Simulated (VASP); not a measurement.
The system is Sn3Te.

```
CELL_PARAMETERS angstrom
4.86562 0.00000 0.00000
0.00000 4.86562 0.00000
0.00000 0.00000 4.86562
ATOMIC_POSITIONS crystal
Te 0.00673 0.98858 0.99664
Sn 0.99890 0.50418 0.49890
Sn 0.50157 0.00640 0.49978
Sn 0.48993 0.50469 0.99880
```

This cell differs from its parent crystal: atoms moved at random.

Base run:

* Program: VASP 6.6.1
* Functional: PBE
* Potentials or basis: VASP PAW PBE potentials, release 64 (Te, Sn_d)
* Cutoff: 520 eV
* k mesh: 6 × 6 × 6
* Occupations: fermi-dirac, width 0.05 eV
* Spin: no spin polarisation

Its results: band gap on the k mesh zero (bands 24 and 25 overlap by 3.20 eV); pressure 0.4 GPa; largest force 0.098 eV/Å.

Task: The run is repeated on the same cell with these changes: functional from PBE to PBEsol; further incar settings from ALGO = Fast; EDIFF = 1e-06; NBANDS = 32 to ALGO = Fast; EDIFF = 1e-07; NBANDS = 32. What comes out?

Result: Band gap on the k mesh zero (bands 24 and 25 overlap by 3.22 eV); pressure -2.3 GPa; largest force 0.092 eV/Å.

Caveats: spin-orbit coupling is left out, which moves the levels of the heavy elements; the PAW data sets were made with another functional, which shifts forces and pressure a little (at least some runs).
